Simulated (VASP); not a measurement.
Write the native input for VASP 6.6.1 that does the following.

```
Task                   : single point
Functional             : LDA
Potentials or basis    : VASP PAW LDA potentials, release 64 (As)
Cutoff                 : 500 eV
k mesh                 : 10 × 10 × 10
Occupations            : gaussian, width 0.03 eV
Spin                   : no spin polarisation
Dipole correction      : no
Further INCAR settings : ALGO = Normal; EDIFF = 1e-06; NBANDS = 12
```

The structure of As lies in POSCAR:

```
As
1.0
    1.8799878575      1.0854114956      3.3276505507
   -1.8799878575      1.0854114956      3.3276505507
    0.0000000000     -2.1708229912      3.3276505507
As
2
Direct
    0.7695128170      0.7695128170      0.7695128170
    0.2304871830      0.2304871830      0.2304871830
```

The input as run:

INCAR

```
SYSTEM = As
PREC = Accurate
ENCUT = 500
EDIFF = 1E-6
ISMEAR = 0
SIGMA = 0.03
LREAL = .FALSE.
LASPH = .TRUE.
NELM = 120
ALGO = Normal
ISIF = 2
LWAVE = .FALSE.
LCHARG = .FALSE.
NBANDS = 12
GGA_COMPAT = .FALSE.
```

KPOINTS

```
regular mesh
0
G
  10 10 10
  0 0 0
```

Potentials or basis: VASP PAW LDA potentials, release 64 (As).

Launch:

```sh
$ cat potpaw_LDA.64/As/POTCAR > POTCAR
$ mpirun -np 1 vasp_std > vasp.out
```

Results of the run:

```
Pressure               : 0.5 GPa
Largest force          : 0.059 eV/Å
Band gap on the k mesh : zero (band 5 reaches 5.96 eV, above the bottom of band 6 at 5.74 eV)
```

It took 66 s on 1 thread of Intel Xeon 8259CL, on a shared host, peak memory 0.17 GiB.
